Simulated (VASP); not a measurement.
RbVS3: single point with PBE

Crystal: RbVS3.

```
CELL_PARAMETERS angstrom
4.70930 0.00000 0.00000
0.00000 4.70930 0.00000
0.00000 0.00000 4.70930
ATOMIC_POSITIONS crystal
Rb 0.50000 0.50000 0.50000
V 0.00000 0.00000 0.00000
S 0.50000 0.00000 0.00000
S 0.00000 0.50000 0.00000
S 0.00000 0.00000 0.50000
```

```
Program                : VASP 6.6.1
Task                   : single point
Functional             : PBE
Potentials or basis    : VASP PAW PBE potentials, release 64 (Rb_sv, V_sv, S)
Cutoff                 : 520 eV
k mesh                 : 4 × 4 × 4
Occupations            : gaussian, width 0.1 eV
Spin                   : collinear spin, ferromagnetic start
Starting moments       : [0.0, 2.0, 0.0, 0.0, 0.0] μB
Dipole correction      : no
Further INCAR settings : ALGO = Normal; EDIFF = 1e-07; NBANDS = 32
```

| Quantity | Value |
| --- | --- |
| Pressure | 0.3 GPa |
| Band gap on the k mesh | zero (filled and empty bands overlap) |
| Net moment | 0.00 μB per cell |
| Valence electrons inside the program's atomic spheres | Rb 7.33; V 11.39; S 3.71 |

Levels at points of the mesh, in eV from the Fermi level:
Spin up:
| k point | band 18 | band 19 | band 20 | band 21 | band 22 | band 23 |
| --- | --- | --- | --- | --- | --- | --- |
| (0.00, 0.00, 0.00) | -0.94 | -0.94 | -0.94 | -0.19 | -0.19 | -0.19 |
| (0.50, 0.00, 0.00) | -1.82 | -0.90 | -0.70 | -0.70 | 0.24 | 0.93 |
| (0.50, 0.50, 0.00) | -1.66 | -1.66 | 0.22 | 0.79 | 0.83 | 0.83 |
| (0.50, 0.50, 0.50) | 0.29 | 0.29 | 0.29 | 0.97 | 0.97 | 0.97 |
Spin down:
| k point | band 17 | band 18 | band 19 | band 20 | band 21 | band 22 | band 23 | band 24 |
| --- | --- | --- | --- | --- | --- | --- | --- | --- |
| (0.00, 0.00, 0.00) | -1.15 | -0.94 | -0.94 | -0.94 | -0.19 | -0.19 | -0.19 | 0.21 |
| (0.50, 0.00, 0.00) | -2.37 | -1.82 | -0.90 | -0.70 | -0.70 | 0.24 | 0.93 | 0.93 |
| (0.50, 0.50, 0.00) | -2.90 | -1.66 | -1.66 | 0.22 | 0.79 | 0.83 | 0.83 | 0.89 |
| (0.50, 0.50, 0.50) | -3.83 | 0.29 | 0.29 | 0.29 | 0.97 | 0.97 | 0.97 | 4.63 |

Run time: 34 s on 1 thread of Intel(R) Xeon(R) 6975P-C (Granite Rapids) (shared host), peak memory 0.26 GiB.

With open d or f shells a metallic result of PBE can be an artefact of self-interaction; +U or a hybrid may open a gap.
